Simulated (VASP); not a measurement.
# CeO2 (Fm-3m) in VASP: further runs, part 2 of 2

VASP 6.6.1. The steps go on from the part before.

## Step 3: Single point, PBEsol+D3(BJ)

Input file INCAR:

```
SYSTEM = CeO2
  PREC = Accurate
  ENCUT = 520
  EDIFF = 1E-7
  ISMEAR = 0
  SIGMA = 0.05
  LREAL = .FALSE.
  LASPH = .TRUE.
  NELM = 100
  ALGO = Normal
  ISIF = 2
  LWAVE = .FALSE.
  LCHARG = .FALSE.
  GGA = PS
  IVDW = 12
  NBANDS = 19
```

Input file KPOINTS:

```
Automatic mesh
0
G
  8 8 8
  0 0 0
```

Input file POSCAR:

```
CeO2
1.0
    0.0000000000      2.7048609279      2.7048609279
    2.7048609279      0.0000000000      2.7048609279
    2.7048609279      2.7048609279      0.0000000000
Ce O
1 2
Direct
    0.0000000000      0.0000000000      0.0000000000
    0.2500000000      0.2500000000      0.2500000000
    0.7500000000      0.7500000000      0.7500000000
```

Potentials or basis: VASP PAW PBE potentials, release 64 (Ce, O).

The run is started by

```
$ cat potpaw_PBE.64/Ce/POTCAR potpaw_PBE.64/O/POTCAR > POTCAR
$ mpirun -np 1 vasp_std > vasp.out
```

OUTCAR:

```text
SYSTEM = CeO2
   PREC = Accurate
   ENCUT = 520
   EDIFF = 1E-7
   ISMEAR = 0
   LREAL = .FALSE.
   LASPH = .TRUE.
   NELM = 100
   ISIF = 2
   GGA = PS
   IVDW = 12
 IVDW          = 12

 ion  position               nearest neighbor table
   1  0.000  0.000  0.000-   3 2.34   3 2.34   3 2.34   2 2.34   3 2.34   2 2.34   2 2.34   2 2.34

   2  0.250  0.250  0.250-   1 2.34   1 2.34   1 2.34   1 2.34
   3  0.750  0.750  0.750-   1 2.34   1 2.34   1 2.34   1 2.34

  LATTYP: Found a face centered cubic cell.
 ALAT       =     5.4097218558

  Lattice vectors:

 A1 = (   0.0000000000,   2.7048609279,   2.7048609279)
 A2 = (   2.7048609279,   0.0000000000,   2.7048609279)
 A3 = (   2.7048609279,   2.7048609279,   0.0000000000)

Analysis of symmetry for initial positions (statically):
=====================================================================
 Subroutine PRICEL returns:
 Original cell was already a primitive cell.

 Routine SETGRP: Setting up the symmetry group for a
 face centered cubic supercell.

 Subroutine GETGRP returns: Found 48 space group operations
 (whereof 48 operations were pure point group operations)
 out of a pool of 48 trial point group operations.

The static configuration has the point symmetry O_h .

Analysis of symmetry for dynamics (positions and initial velocities):
=====================================================================
 Subroutine PRICEL returns:
 Original cell was already a primitive cell.

 Routine SETGRP: Setting up the symmetry group for a
 face centered cubic supercell.

 Subroutine GETGRP returns: Found 48 space group operations
 (whereof 48 operations were pure point group operations)
 out of a pool of 48 trial point group operations.

The dynamic configuration has the point symmetry O_h .

 Subroutine INISYM returns: Found 48 space group operations
 (whereof 48 operations are pure point group operations),
 and found     1 'primitive' translations

----------------------------------------------------------------------------------------

[... 114 lines left out ...]
     AMIX_MAG =   1.60;   BMIX_MAG =  1.00
  volume/ion in A,a.u.               =      13.19        89.03
  Fermi-wavevector in a.u.,A,eV,Ry     =   1.385661  2.618519 26.123951  1.920056
  Thomas-Fermi vector in A             =   2.510050
   LORBIT       =      0    0 simple, 1 ext, 2 COOP (PROOUT), +10 PAW based schemes
   GGA     = PS    functional components
   LHFCALC =     F    Hartree Fock is set to
   AEXX    =    0.0000 exact exchange contribution
   IVDW    =    12    specifies the selected vdW correction
   LEPSILON=     F    determine dielectric tensor
   LRPA    =     F    only Hartree local field effects (RPA)
 non-spin polarized calculation
 Gauss-broadening in eV      SIGMA  =   0.05
  energy-cutoff  :      520.00
  volume of cell :       39.58
 maximum number of plane-waves:      1090
   NGX = 15   NGY = 15   NGZ = 15

 number of electron      23.9999995 magnetization

 Free energy of the ion-electron system (eV)
  ---------------------------------------------------
  ext. energy  EPLUGINS =         0.00000000
  ---------------------------------------------------
  free energy    TOTEN  =       -27.54395201 eV

  energy without entropy =      -27.54395201  energy(sigma->0) =      -27.54395201

 E-fermi :   5.5479     XC(G=0): -11.5991

 val. band max:        5.2188085266   @ k =  -0.2500   0.2500   0.0000
 cond. band min:       7.1720741465   @ k =   0.5000   0.0000   0.0000
 fundamental gap:      1.9532656199
 Fermi energy:         5.5478767348

 k-point     1 :       0.0000    0.0000    0.0000
  band No.  band energies     occupation
      1     -27.1936      2.00000
      2     -11.0445      2.00000
      3     -10.0680      2.00000
      4      -9.3354      2.00000
      5      -9.3354      2.00000
      6      -9.3354      2.00000
[... 505 lines left out ...]
      6      -7.2278      2.00000
[... 11 lines left out ...]
     18       7.7963      0.00000
     19       8.2180      0.00000

 [... further k-points ...]

------------------------ aborting loop because EDIFF is reached ----------------------------------------

 Edisp (eV)   -0.75909

 E8    (eV) :    -0.5317

  FORCE on cell =-STRESS in cart. coord.  units (eV):
  Direction    XX          YY          ZZ          XY          YZ          ZX
  --------------------------------------------------------------------------------------
  -------------------------------------------------------------------------------------
  Total      -1.08508    -1.08508    -1.08508     0.00000     0.00000     0.00000
  in kB     -43.92442   -43.92442   -43.92442     0.00000     0.00000     0.00000
  external pressure =      -43.92 kB  Pullay stress =        0.00 kB

 VOLUME and BASIS-vectors are now :
 -----------------------------------------------------------------------------
  energy-cutoff  :      520.00
  volume of cell :       39.58
      direct lattice vectors                 reciprocal lattice vectors
     0.000000000  2.704860928  2.704860928    -0.184852387  0.184852387  0.184852387
     2.704860928  0.000000000  2.704860928     0.184852387 -0.184852387  0.184852387
     2.704860928  2.704860928  0.000000000     0.184852387  0.184852387 -0.184852387

 POSITION                                       TOTAL-FORCE (eV/Angst)
 -----------------------------------------------------------------------------------
      0.00000      0.00000      0.00000        -0.000000      0.000000     -0.000000
      1.35243      1.35243      1.35243         0.000000     -0.000000     -0.000000
      4.05729      4.05729      4.05729         0.000000      0.000000      0.000000
 -----------------------------------------------------------------------------------
    total drift:                                0.000000      0.000000      0.000000

  FREE ENERGIE OF THE ION-ELECTRON SYSTEM (eV)
  ---------------------------------------------------
  free  energy   TOTEN  =       -28.3030401716 eV

  energy  without entropy=      -28.3030401716  energy(sigma->0) =      -28.30304017
```

OSZICAR:

```text
N       E                     dE             d eps       ncg     rms          rms(c)
DAV:   1     0.234330071140E+03    0.23433E+03   -0.11253E+04  1118   0.168E+03
[... 12 lines left out ...]
DAV:  14    -0.275451243622E+02   -0.90342E-03   -0.23633E-03  1904   0.486E-01    0.618E-01
DAV:  15    -0.275440774789E+02    0.10469E-02   -0.14001E-03  1262   0.544E-01    0.200E-01
DAV:  16    -0.275439839693E+02    0.93510E-04   -0.24084E-04  1856   0.139E-01    0.108E-01
DAV:  17    -0.275439566666E+02    0.27303E-04   -0.28538E-05  1233   0.784E-02    0.511E-02
DAV:  18    -0.275439519510E+02    0.47157E-05   -0.15139E-05  1833   0.458E-02    0.586E-03
DAV:  19    -0.275439520356E+02   -0.84638E-07   -0.10506E-06  1145   0.703E-03    0.346E-03
DAV:  20    -0.275439520089E+02    0.26673E-07   -0.35682E-08   716   0.114E-03
   1 F= -.28303040E+02 E0= -.28303040E+02  d E =-.102122E-21
```

stdout:

```text
POSCAR found type information on POSCAR CeO
 POSCAR found :  2 types and       3 ions
 scaLAPACK will be used
 -----------------------------------------------------------------------------
|                                                                             |
|                                                                             |
|     You enforced a specific xc type in the INCAR file but a different       |
|     I HOPE YOU KNOW WHAT YOU ARE DOING!                                     |
|                                                                             |
 -----------------------------------------------------------------------------

 LDA part: xc-table for (Slater+PW92), standard interpolation
 POSCAR, INCAR and KPOINTS ok, starting setup
 FFT: planning ... GRIDC
 FFT: planning ... GRID_SOFT
 FFT: planning ... GRID
 WAVECAR not read
 entering main loop
```

Run time: 49 s. Hardware: 1 thread of AMD EPYC 7R13, shared host; peak memory 0.16 GiB.

What came out:

| Item | Value |
| --- | --- |
| Free energy | -28.3030 eV |
| Pressure | -4.4 GPa |
| Band gap on the k mesh | 1.95 eV (least direct gap 2.06 eV) |
| Dispersion energy per atom | -0.253 eV |

Caveat: the cell stands under tension; the PAW data sets were made with another functional, which shifts forces and pressure a little; spin-orbit coupling is left out, which moves the levels of the heavy elements; semilocal functionals describe open f shells poorly, which spoils levels, moments and volumes.

## Step 4: Single point, PBEsol+D3(BJ) (13.15 Å³/atom)

This run uses another cell than the first one, of 13.15 Å³/atom.

Input file INCAR:

```
  PREC = Accurate
  ENCUT = 520
  EDIFF = 1E-6
  ISMEAR = 0
  SIGMA = 0.05
  LREAL = F
  LASPH = T
  NELM = 100
  ALGO = Normal
  ISIF = 2
  LWAVE = F
  LCHARG = T
  GGA = PS
  IVDW = 12
  LELF = T
  LVHAR = T
  NBANDS = 19
```

Input file KPOINTS:

```
Automatic mesh
0
Gamma
  8 8 8
```

Input file POSCAR:

```
CeO2
1.0
    0.0000000000      2.7020527247      2.7020527247
    2.7020527247      0.0000000000      2.7020527247
    2.7020527247      2.7020527247      0.0000000000
Ce O
1 2
Direct
    0.0000000000      0.0000000000      0.0000000000
    0.2500000000      0.2500000000      0.2500000000
    0.7500000000      0.7500000000      0.7500000000
```

The run is started by

```
$ cat potpaw_PBE.64/Ce/POTCAR potpaw_PBE.64/O/POTCAR > POTCAR
$ mpirun -np 1 vasp_std > vasp.out
```

It took 48 s on 1 thread of AMD EPYC 7R13, shared host; peak memory 0.16 GiB.

It converged, with:

```
Free energy                : -28.3060 eV
Pressure                   : -3.8 GPa
Band gap on the k mesh     : 1.96 eV (least direct gap 2.07 eV)
Dispersion energy per atom : -0.254 eV
```

Levels at points of the mesh, in eV from the valence-band top:
```
           k point  band 10  band 11  band 12  band 13  band 14  band 15
(0.00, 0.00, 0.00)    -0.64    -0.64    -0.64     2.29     2.29     2.29
(0.50, 0.00, 0.00)    -1.25    -0.82    -0.82     1.96     2.15     2.15
(0.50, 0.50, 0.00)    -0.82    -0.82    -0.64     1.99     2.11     2.11
```

Caveat: the cell stands under tension; the PAW data sets were made with another functional, which shifts forces and pressure a little; spin-orbit coupling is left out, which moves the levels of the heavy elements; semilocal functionals describe open f shells poorly, which spoils levels, moments and volumes.

## Step 5: Single point, PBEsol+D3(BJ) (13.41 Å³/atom)

This run uses another cell than the first one, of 13.41 Å³/atom.

Input file INCAR:

```
SYSTEM = CeO2
PREC = Accurate
ENCUT = 520
EDIFF = 1E-6
ISMEAR = 0
SIGMA = 0.05
LREAL = .False.
LASPH = .True.
NELM = 60
ALGO = Normal
ISIF = 2
LWAVE = .False.
LCHARG = .True.
GGA = PS
IVDW = 12
LELF = .True.
LVHAR = .True.
NBANDS = 19
```

Input file KPOINTS:

```
Automatic mesh
0
Gamma
  8 8 8
  0 0 0
```

Input file POSCAR:

```
CeO2
1.0
    0.0000000000      2.7195990133      2.7195990133
    2.7195990133      0.0000000000      2.7195990133
    2.7195990133      2.7195990133      0.0000000000
Ce O
1 2
Direct
    0.0000000000      0.0000000000      0.0000000000
    0.2500000000      0.2500000000      0.2500000000
    0.7500000000      0.7500000000      0.7500000000
```

Potentials or basis: VASP PAW PBE potentials, release 64 (Ce, O).

The run is started by

```
$ cat potpaw_PBE.64/Ce/POTCAR potpaw_PBE.64/O/POTCAR > POTCAR
$ mpirun -np 1 vasp_std > vasp.out
```

OUTCAR:

```text
SYSTEM = CeO2
   PREC = Accurate
   ENCUT = 520
   EDIFF = 1E-6
   ISMEAR = 0
   LREAL = .False.
   LASPH = .True.
   NELM = 60
   ISIF = 2
   GGA = PS
   IVDW = 12
 IVDW          = 12

 ion  position               nearest neighbor table
   1  0.000  0.000  0.000-   3 2.36   3 2.36   3 2.36   2 2.36   3 2.36   2 2.36   2 2.36   2 2.36

   2  0.250  0.250  0.250-   1 2.36   1 2.36   1 2.36   1 2.36
   3  0.750  0.750  0.750-   1 2.36   1 2.36   1 2.36   1 2.36

  LATTYP: Found a face centered cubic cell.
 ALAT       =     5.4391980266

  Lattice vectors:

 A1 = (   0.0000000000,   2.7195990133,   2.7195990133)
 A2 = (   2.7195990133,   0.0000000000,   2.7195990133)
 A3 = (   2.7195990133,   2.7195990133,   0.0000000000)

Analysis of symmetry for initial positions (statically):
=====================================================================
 Subroutine PRICEL returns:
 Original cell was already a primitive cell.

 Routine SETGRP: Setting up the symmetry group for a
 face centered cubic supercell.

 Subroutine GETGRP returns: Found 48 space group operations
 (whereof 48 operations were pure point group operations)
 out of a pool of 48 trial point group operations.

[... 166 lines left out ...]

 val. band max:        5.0459871959   @ k =  -0.2500   0.2500   0.0000
 cond. band min:       6.9528157462   @ k =   0.5000   0.0000   0.0000
 fundamental gap:      1.9068285503
 Fermi energy:         5.3097058920

 k-point     1 :       0.0000    0.0000    0.0000
  band No.  band energies     occupation
      1     -27.3922      2.00000
      2     -11.1771      2.00000
      3     -10.1990      2.00000
      4      -9.5525      2.00000
      5      -9.5525      2.00000
      6      -9.5525      2.00000
[... 505 lines left out ...]
      6      -7.4714      2.00000
[... 11 lines left out ...]
     18       7.5554      0.00000
     19       7.9681      0.00000

 [... further k-points ...]

------------------------ aborting loop because EDIFF is reached ----------------------------------------

 Edisp (eV)   -0.74656

 E8    (eV) :    -0.5229

  FORCE on cell =-STRESS in cart. coord.  units (eV):
  Direction    XX          YY          ZZ          XY          YZ          ZX
  --------------------------------------------------------------------------------------
  -------------------------------------------------------------------------------------
  Total      -1.81386    -1.81386    -1.81386     0.00000     0.00000     0.00000
  in kB     -72.23860   -72.23860   -72.23860     0.00000     0.00000     0.00000
  external pressure =      -72.24 kB  Pullay stress =        0.00 kB

 VOLUME and BASIS-vectors are now :
 -----------------------------------------------------------------------------
  energy-cutoff  :      520.00
  volume of cell :       40.23
      direct lattice vectors                 reciprocal lattice vectors
     0.000000000  2.719599013  2.719599013    -0.183850633  0.183850633  0.183850633
     2.719599013  0.000000000  2.719599013     0.183850633 -0.183850633  0.183850633
     2.719599013  2.719599013  0.000000000     0.183850633  0.183850633 -0.183850633

 POSITION                                       TOTAL-FORCE (eV/Angst)
 -----------------------------------------------------------------------------------
      0.00000      0.00000      0.00000         0.000000      0.000000      0.000000
      1.35980      1.35980      1.35980        -0.000000     -0.000000      0.000000
      4.07940      4.07940      4.07940         0.000000      0.000000     -0.000000
 -----------------------------------------------------------------------------------
    total drift:                                0.000000     -0.000000      0.000000

  FREE ENERGIE OF THE ION-ELECTRON SYSTEM (eV)
  ---------------------------------------------------
  free  energy   TOTEN  =       -28.2805014282 eV

  energy  without entropy=      -28.2805014282  energy(sigma->0) =      -28.28050143
```

OSZICAR:

```text
N       E                     dE             d eps       ncg     rms          rms(c)
DAV:   1     0.225052591067E+03    0.22505E+03   -0.11370E+04  1142   0.165E+03
DAV:   2     0.954150007190E+01   -0.21551E+03   -0.18846E+03  1383   0.287E+02
DAV:   3    -0.311033482314E+02   -0.40645E+02   -0.37796E+02  1323   0.140E+02
DAV:   4    -0.325884398317E+02   -0.14851E+01   -0.14830E+01  1461   0.263E+01
[... 10 lines left out ...]
DAV:  15    -0.275342314528E+02    0.15281E-02   -0.17417E-03  1246   0.611E-01    0.286E-01
DAV:  16    -0.275339678306E+02    0.26362E-03   -0.56155E-04  1729   0.269E-01    0.106E-01
DAV:  17    -0.275339465763E+02    0.21254E-04   -0.45975E-05  1419   0.741E-02    0.587E-02
DAV:  18    -0.275339416670E+02    0.49093E-05   -0.14393E-05  1808   0.408E-02    0.110E-02
DAV:  19    -0.275339415015E+02    0.16553E-06   -0.61022E-07   679   0.812E-03
   1 F= -.28280501E+02 E0= -.28280501E+02  d E =-.547847E-15
```

Wall time 53 s (1 thread of AMD EPYC 7R13, shared host); peak memory 0.17 GiB.

Results:

```yaml
Free_energy: -28.2805 eV
Pressure: -7.2 GPa
Band_gap_on_the_k_mesh: 1.91 eV (least direct gap 2.01 eV)
Dispersion_energy_per_atom: -0.249 eV
```

Levels at points of the mesh, in eV from the valence-band top:
```csv
k point,band 10,band 11,band 12,band 13,band 14,band 15
"(0.00, 0.00, 0.00)",-0.61,-0.61,-0.61,2.22,2.22,2.22
"(0.50, 0.00, 0.00)",-1.22,-0.80,-0.80,1.91,2.09,2.09
"(0.50, 0.50, 0.00)",-0.78,-0.78,-0.61,1.93,2.05,2.05
```

Caveat: the cell stands under tension; the PAW data sets were made with another functional, which shifts forces and pressure a little; spin-orbit coupling is left out, which moves the levels of the heavy elements; semilocal functionals describe open f shells poorly, which spoils levels, moments and volumes. Spin polarisation is off, so any magnetic state and its effect on volume and gap are missing.

## Step 6: The runs side by side

```tsv
level	cell	gap on the mesh (eV)	pressure (GPa)
PBE	a = 3.825 Å, angles 60.0°, 3 atoms	1.95	5.6
PBEsol+D3(BJ)	a = 3.825 Å, angles 60.0°, 3 atoms	1.95	-4.4
PBEsol+D3(BJ)	a = 3.821 Å, angles 60.0°, 3 atoms	1.96	-3.8
PBEsol+D3(BJ)	a = 3.846 Å, angles 60.0°, 3 atoms	1.91	-7.2
```

Alike in all rows: task single point; potentials or basis VASP PAW PBE potentials, release 64 (Ce, O); no spin polarisation; k mesh 8 × 8 × 8; cutoff (eV) 520; smearing gaussian 0.05 eV.

Caveats: spin-orbit coupling is left out, which moves the levels of the heavy elements; semilocal functionals describe open f shells poorly, which spoils levels, moments and volumes; the cell stands under tension (at least some runs); the PAW data sets were made with another functional, which shifts forces and pressure a little (at least some runs); the cell stands under pressure (at least some runs).

Total energies depend on the potentials used, so only differences within one code and one set of settings carry meaning.
